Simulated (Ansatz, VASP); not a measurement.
# Two plane-wave programs on Sn

```
Sn
1.0
     3.34192    0.00000    0.00000
    -1.67096    2.89418    0.00000
     0.00000    0.00000   11.04946
Sn
4
Direct
  0.00000 0.00000 0.00000
  0.00000 0.00000 0.50000
  0.33333 0.66667 0.25000
  0.66667 0.33333 0.75000
```

Alike in both runs: task single point; functional LDA; k mesh 12 × 12 × 4; occupations fermi-dirac, width 0.1 eV; no spin polarisation.

|  | VASP | Ansatz |
| --- | --- | --- |
| version | VASP 6.6.1 | Ansatz 0.2.0 |
| potentials or method | VASP PAW LDA potentials, release 64 (Sn_d), cutoff 520 eV | plane waves (420 eV) with PAW, scalar-relativistic |
| valence electrons in the cell | 56 | 56 |

|  | VASP | Ansatz | Ansatz less VASP |
| --- | --- | --- | --- |
| pressure (GPa) | -1.9 | -1.9 | +0.02 |
| traceless stress, the component that is largest in VASP (GPa) | -0.12 | -0.12 | -0.002 |

Ansatz warns that its potentials were made for another functional, while VASP's fit it. LDA's correlation is that of Perdew and Zunger in VASP and of Perdew and Wang (1992) in Ansatz.
